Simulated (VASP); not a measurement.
Wanted: the native input for a VASP 6.6.1 run.

```yaml
Task: relaxation of cell and atoms
Functional: PBEsol
Potentials_or_basis: VASP PAW PBE potentials, release 64 (Ga_d)
Cutoff: 600 eV
k_mesh: 13 × 13 × 13
Occupations: fermi-dirac, width 0.08 eV
Spin: no spin polarisation
Dipole_correction: no
Further_INCAR_settings: ALGO = Normal; EDIFF = 1e-06; IBRION = 2; EDIFFG = -0.005; NSW = 60; ISIF = 3
```

The structure of Ga lies in POSCAR:

```
Ga
1.0
    0.0000000000      2.8744485395      2.8744485395
    2.8744485395      0.0000000000      2.8744485395
    2.8744485395      2.8744485395      0.0000000000
Ga
2
Direct
   -0.1250000000     -0.1250000000     -0.1250000000
    0.1250000000      0.1250000000      0.1250000000
```

One way to write it, as run:

INCAR

```
SYSTEM = Ga
PREC = Accurate
ENCUT = 600
EDIFF = 1E-6
ISMEAR = -1
SIGMA = 0.08
LREAL = .FALSE.
LASPH = .TRUE.
NELM = 60
ALGO = Normal
ISIF = 3
LWAVE = .FALSE.
LCHARG = .FALSE.
GGA = PS
IBRION = 2
NSW = 60
EDIFFG = -0.005
```

KPOINTS

```
Automatic mesh
0
G
  13 13 13
  0 0 0
```

Potentials or basis: VASP PAW PBE potentials, release 64 (Ga_d).

The run is started by

```bash
$ cat potpaw_PBE.64/Ga_d/POTCAR > POTCAR
$ mpirun -np 1 vasp_std > vasp.out
```

Results of the run:

```yaml
Relaxed_volume: 23.90 Å³/atom
Relaxed_cell: a = 4.074 Å, b = 4.074 Å, c = 4.074 Å, α = 60.00°, β = 60.00°, γ = 60.00°
Space_group_after_relaxing_to_0.05_Å: Fd-3m (No. 227)
Energy_gained_by_relaxing: 0.1 meV/atom
Ionic_steps: 2
Pressure_after_relaxing: 0.0 GPa
Band_gap_on_the_k_mesh: zero (band 13 reaches 5.73 eV, above the bottom of band 14 at 1.56 eV)
```

Caveat: the PAW data sets were made with another functional, which shifts forces and pressure a little.

It took 37 s on 1 thread of Intel Xeon 6975P-C, on a shared host, peak memory 0.22 GiB.
